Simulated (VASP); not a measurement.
A run of VASP 6.6.1 is set up as follows.

POSCAR

```
BN
1.0
    2.4676475277      0.0000000000      0.0000000000
   -1.2338237638      2.1370454466      0.0000000000
    0.0000000000      0.0000000000      4.2708611086
B N
2 2
Direct
    0.6666666667      0.3333333333      0.9997995909
    0.3333333333      0.6666666667      0.4997995909
    0.6666666667      0.3333333333      0.6252004091
    0.3333333333      0.6666666667      0.1252004091
```

File INCAR.step1:

```
SYSTEM = BN
PREC = Accurate
ENCUT = 520
ISMEAR = 0
SIGMA = 0.05
LREAL = .FALSE.
LASPH = .TRUE.
NELM = 100
NBANDS = 16
GGA = PE
ALGO = Normal
EDIFF = 1E-4
LWAVE = .TRUE.
LCHARG = .FALSE.
```

Contents of INCAR.step2:

```
SYSTEM = BN
PREC = Accurate
ENCUT = 520
EDIFF = 1E-7
ISMEAR = 0
SIGMA = 0.05
LREAL = .FALSE.
LASPH = .TRUE.
NELM = 100
ALGO = Normal
ISIF = 2
LWAVE = .FALSE.
LCHARG = .FALSE.
METAGGA = R2SCAN
LMIXTAU = .TRUE.
NBANDS = 16
ISTART = 1
```

Contents of KPOINTS:

```
Automatic mesh
0
G
  12 12 6
  0 0 0
```

Potentials or basis: VASP PAW PBE potentials, release 64 (B, N).

Launch:

```bash
$ cat potpaw_PBE.64/B/POTCAR potpaw_PBE.64/N/POTCAR > POTCAR
$ cp INCAR.step1 INCAR
$ mpirun -np 1 vasp_std > vasp.out
$ cp INCAR.step2 INCAR
$ mpirun -np 1 vasp_std > vasp.out
```

(1) What does it give for the pressure?

(2) Predict the largest force.

(3) What does it give for the band gap on the k mesh?

## Answers

(1) 21.9 GPa.

(2) 0.055 eV/Å.

(3) 5.46 eV (least direct gap 8.00 eV).

Caveat: the cell differs from its parent crystal (strain -0.030 along x and y, +0.015 along z); the cell stands under pressure; the PAW data sets were made with another functional, which shifts forces and pressure a little.
